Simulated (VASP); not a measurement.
Ni:

```
Ni
1.0
     2.27759    0.00000    0.00000
     0.00000    2.27759    0.00000
     0.00000    0.00000    2.27759
Ni
1
Direct
  0.00000 0.00000 0.00000
```

This isn't the form of Ni at room conditions, which is fcc.

```yaml
Program: VASP 6.6.1
Task: relaxation of cell and atoms
Functional: revPBE
Potentials_or_basis: VASP PAW PBE potentials, release 64 (Ni)
Cutoff: 600 eV
k_mesh: 14 × 14 × 14
Occupations: fermi-dirac, width 0.1 eV
Spin: no spin polarisation
```

At the start: pressure 14.2 GPa; volume 11.81 Å³/atom.

Question: How do energy, volume and symmetry change on relaxing?

Answer: Over 3 steps the energy falls by 43.5 meV/atom and the volume is 12.89 Å³/atom (+9.1 %); space group Pm-3m (No. 221, to 0.1 Å) before and after.

Step by step:
```
step  energy change (eV)  largest force (eV/Å)  pressure (GPa)  volume (Å³)
   1              0.0000                0.0000           14.17        11.81
   2             -0.0249                0.0000           -6.88        13.69
   3             -0.0435                0.0000           -0.02        12.89
```

Final structure:
```
Ni
1.0
     2.34456    0.00000    0.00000
     0.00000    2.34456    0.00000
     0.00000    0.00000    2.34456
Ni
1
Direct
  0.00000 0.00000 0.00000
```

Caveat: the PAW data sets were made with another functional, which shifts forces and pressure a little; the run has no spin polarisation, though such a crystal can be magnetic.
